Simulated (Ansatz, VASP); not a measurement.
One calculation of NaCl, two programs

```
Na Cl
1.0
     3.45955    0.00000    0.00000
     0.00000    3.45955    0.00000
     0.00000    0.00000    3.45955
Na Cl
1 1
Direct
  0.00000 0.00000 0.00000
  0.50000 0.50000 0.50000
```

Alike in both runs: task single point; functional PBE-based screened hybrid; k mesh 4 × 4 × 4; no spin polarisation.

|  | VASP | Ansatz |
| --- | --- | --- |
| version | VASP 6.6.1 | Ansatz 0.2.0 |
| potentials or method | VASP PAW PBE potentials, release 64 (Na_pv, Cl) | plane waves |
| plane-wave cutoff (eV) | 520 | 420 |
| occupations | gaussian, width 0.01 eV | fixed |
| valence electrons in the cell | 14 | 16 |

|  | VASP | Ansatz | Ansatz less VASP |
| --- | --- | --- | --- |
| gap on the k mesh at the Fermi level (eV) | 8.63 | 8.68 | +0.048 |
| pressure (GPa) | -0.8 | -0.8 | -0.08 |

VASP's potentials were made for PBE, not for PBE-based screened hybrid. VASP's potentials hold 14 valence electrons a cell and Ansatz's 16, so a difference there can come from the potentials and not from the codes. Ansatz's warnings: stress exchange threshold loose, stress scf threshold loose.

The k mesh is coarse, so the values compare programs but aren't converged.
